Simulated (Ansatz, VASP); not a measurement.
# Two plane-wave programs on AlRu

```
CELL_PARAMETERS angstrom
2.99160 0.00000 0.00000
0.00000 2.99160 0.00000
0.00000 0.00000 2.99160
ATOMIC_POSITIONS crystal
Al 0.00000 0.00000 0.00000
Ru 0.50000 0.50000 0.50000
```

Alike in both runs: task relaxation of cell and atoms; functional r2SCAN; k mesh 14 × 14 × 14; occupations gaussian, width 0.1 eV; no spin polarisation.

|  | VASP | Ansatz |
| --- | --- | --- |
| version | VASP 6.6.1 | Ansatz 0.2.0 |
| potentials or method | VASP PAW PBE potentials, release 64 (Al, Ru_pv), cutoff 600 eV | scalar-relativistic, plane waves, PAW |
| valence electrons in the cell | 17 | 19 |

```tsv
	VASP	Ansatz	Ansatz less VASP
gap on the k mesh at the Fermi level, each at its own relaxed structure (eV)	none	none	-
relaxed volume (Å³/atom)	13.28	13.27	-0.009
relaxed cell length with the largest relative difference (Å)	2.983	2.983	-0.0007
```

VASP's potentials were made for PBE, not for r2SCAN. A gap of «none» marks a metal or a gap that the smearing closes. VASP's potentials hold 17 valence electrons a cell and Ansatz's 19, so a difference there can come from the potentials and not from the codes.
